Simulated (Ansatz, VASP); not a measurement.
Two plane-wave programs on ZnO

The input INCAR:

```
SYSTEM = ZnO
PREC = Accurate
ENCUT = 520
EDIFF = 1E-6
ISMEAR = -1
SIGMA = 0.05
LREAL = .False.
LASPH = .True.
NELM = 60
ALGO = Normal
ISIF = 2
LWAVE = .False.
LCHARG = .True.
GGA = RP
IVDW = 12
LELF = .True.
LVHAR = .True.
NBANDS = 26
```

Contents of KPOINTS:

```
regular mesh
0
Gamma
  9 9 5
  0 0 0
```

The input POSCAR:

```
ZnO
1.0
    3.2053930491      0.0000000000      0.0000000000
   -1.6026965246      2.7759518096      0.0000000000
    0.0000000000      0.0000000000      5.1353529565
Zn O
2 2
Direct
    0.6666666667      0.3333333333      0.0000000000
    0.3333333333      0.6666666667      0.5000000000
    0.3333333333      0.6666666667      0.8790100000
    0.6666666667      0.3333333333      0.3790100000
```

File input.yaml:

```yaml
crystal:
  lattice:
    - [3.2053930491, 0.0, 0.0]
    - [-1.6026965246, 2.7759518096, 0.0]
    - [0.0, 0.0, 5.1353529565]
  atoms:
    - { symbol: Zn, position: [0.6666666667, 0.3333333333, 0.0] }
    - { symbol: Zn, position: [0.3333333333, 0.6666666667, 0.5] }
    - { symbol: O, position: [0.3333333333, 0.6666666667, 0.87901] }
    - { symbol: O, position: [0.6666666667, 0.3333333333, 0.37901] }
hamiltonian:
  xc: rpbe
  pseudopotentials: { kind: paw }
  dispersion: d3bj
kpoints:
  mp_grid: { grid: [9, 9, 5] }
scf:
  occupations: { method: fermi_dirac, width: 0.05 }
output:
  forces: true
  stress: true
  eigenvalues: true
```

Alike in both runs: task single point; functional RPBE; dispersion D3(BJ); k mesh 9 × 9 × 5; occupations fermi-dirac, width 0.05 eV; no spin polarisation.

```csv
,VASP,Ansatz
version,VASP 6.6.1,Ansatz 0.2.0
potentials or method,"VASP PAW PBE potentials, release 64 (Zn, O)",Ansatz PAW
plane-wave cutoff (eV),520,420
valence electrons in the cell,36,36
```

VASP gave:

- gap on the k mesh at the Fermi level (eV): 0.94
- least direct gap on the mesh (eV): 0.94
- pressure (GPa): 1.4
- traceless stress, the component that is largest in VASP (GPa): 1.05
- rms of the force components (eV/Å): 0.062

Question: What did Ansatz give for the same quantities?

Answer: gap on the k mesh at the Fermi level (eV): 0.96; least direct gap on the mesh (eV): 0.96; pressure (GPa): 0.0; traceless stress, the component that is largest in VASP (GPa): 1.02; rms of the force components (eV/Å): 0.060.

VASP's potentials were made for PBE, not for RPBE. Atom by atom the forces differ by 0.002 eV/Å (rms over components).

Noted on Ansatz's run: odd divisions of the mesh miss points on the zone boundary, where band edges often lie, so the gap on the mesh can be too wide.
